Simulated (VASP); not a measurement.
Runs of VASP 6.6.1 on GeOs2. The structure is that of space group P6/mmm (No. 191), or close to it. The cells are those of the table. 

```csv
task,cell,k mesh,cutoff (eV),gap on the mesh (eV),pressure (GPa),relaxed volume (Å³/atom)
relaxation of cell and atoms,"relaxed from a = 3.543, b = 3.543, c = 3.826 Å, angles 90.0, 90.0, 120.0°, 3 atoms",6 × 6 × 4,600,none,0.3,15.39
single point,"a = 4.332, b = 4.332, c = 2.877 Å, angles 90.0, 90.0, 120.0°, 3 atoms",6 × 6 × 6,520,none,-0.1,-
single point,"a = 4.340, b = 4.340, c = 2.856 Å, angles 90.0, 90.0, 120.0°, 3 atoms",12 × 12 × 16,520,none,0.2,-
single point,"a = 3.543, b = 3.543, c = 3.826 Å, angles 90.0, 90.0, 120.0°, 3 atoms",6 × 6 × 6,520,none,140.0,-
relaxation of cell and atoms,"relaxed from a = 4.346, b = 4.346, c = 2.824 Å, angles 90.0, 90.0, 120.0°, 3 atoms",6 × 6 × 6,600,none,-0.1,(a)
```

Alike in all rows: level PBE; potentials or basis VASP PAW PBE potentials, release 64 (Ge_d, Os); no spin polarisation; smearing gaussian 0.1 eV.

**Question.** Estimate the missing entries.

**Answer.** (a) 15.61.

Caveats: some runs use coarse meshes; spin-orbit coupling is left out, which moves the levels of the heavy elements; a cell axis changed by over 15 % at a fixed basis, so the end point is rough (at least some runs); the cell stands under pressure (at least some runs).

A k mesh can miss the band edges, and the runs leave out spin-orbit coupling on Ge, Os.

A gap of «none» marks levels without a gap at the run's occupations.
